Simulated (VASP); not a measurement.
Si4Hg:

```xyz
5
Lattice="-2.0448 2.0448 5.4260 2.0448 -2.0448 5.4260 2.0448 2.0448 -5.4260" Properties=species:S:1:pos:R:3 pbc="T T T"
Si    0.0000    2.0448    2.7130
Si    0.0000    0.0000    4.2250
Si    0.0000    0.0000    6.6269
Si    2.0448    0.0000    2.7130
Hg    0.0000    0.0000    0.0000
```

The cell was built from a structure type or drawn by symmetry, and may not be a known phase.

* Program: VASP 6.6.1
* Task: relaxation of cell and atoms
* Functional: PBE
* Potentials or basis: VASP PAW PBE potentials, release 64 (Si, Hg)
* Cutoff: 500 eV
* k mesh: 6 × 6 × 6
* Occupations: gaussian, width 0.1 eV
* Spin: no spin polarisation

At the start: pressure 0.7 GPa; volume 18.15 Å³/atom.

Where does the relaxation end?

Over 23 steps the energy falls by 147.0 meV/atom and the volume is 18.44 Å³/atom (+1.6 %); space group I4/mmm (No. 139, to 0.1 Å) before and after.

The path:
| step | energy change (eV) | largest force (eV/Å) | pressure (GPa) | volume (Å³) |
| --- | --- | --- | --- | --- |
| 1 | 0.0000 | 0.8641 | 0.69 | 90.75 |
| 2 | -0.0532 | 0.3785 | 0.25 | 91.78 |
| 3 | -0.0754 | 0.0321 | 0.23 | 93.33 |
| 4 | -0.1108 | 0.0803 | -0.08 | 94.07 |
| 5 | -0.1992 | 0.0498 | -1.15 | 95.55 |
| 6 | -0.4544 | 0.1237 | -3.80 | 98.18 |
| 7 | -0.4145 | 0.7184 | -6.14 | 101.94 |
| 8 | -0.5527 | 0.2489 | -4.90 | 99.81 |
| 9 | -0.5576 | 0.2873 | -5.02 | 99.99 |
| 10 | -0.5616 | 0.3050 | -5.04 | 100.00 |
| 11 | -0.5710 | 0.3571 | -5.09 | 100.04 |
| 12 | -0.5764 | 0.4559 | -5.19 | 100.09 |
| 13 | -0.5769 | 0.4236 | -5.16 | 100.08 |
| 14 | -0.5874 | 0.4238 | -5.00 | 99.77 |
| 15 | -0.6171 | 0.4232 | -4.50 | 98.85 |
| 16 | -0.6668 | 0.4160 | -3.41 | 97.02 |
| 17 | -0.7239 | 0.3764 | -0.86 | 93.44 |
| 18 | -0.7290 | 0.3464 | 0.41 | 91.92 |
| 19 | -0.7290 | 0.3499 | 0.27 | 92.08 |
| 20 | -0.7314 | 0.2753 | 0.21 | 92.10 |
| 21 | -0.7349 | 0.0421 | 0.07 | 92.17 |
| 22 | -0.7349 | 0.0171 | 0.06 | 92.18 |
| 23 | -0.7351 | 0.0143 | 0.03 | 92.21 |

Final structure:
```
Si Hg
1.0
    -2.25053    2.25053    4.55144
     2.25053   -2.25053    4.55144
     2.25053    2.25053   -4.55144
Si Hg
4 1
Direct
  0.75000 0.25000 0.50000
  0.36825 0.36825 0.00000
  0.63175 0.63175 0.00000
  0.25000 0.75000 0.50000
  0.00000 0.00000 0.00000
```
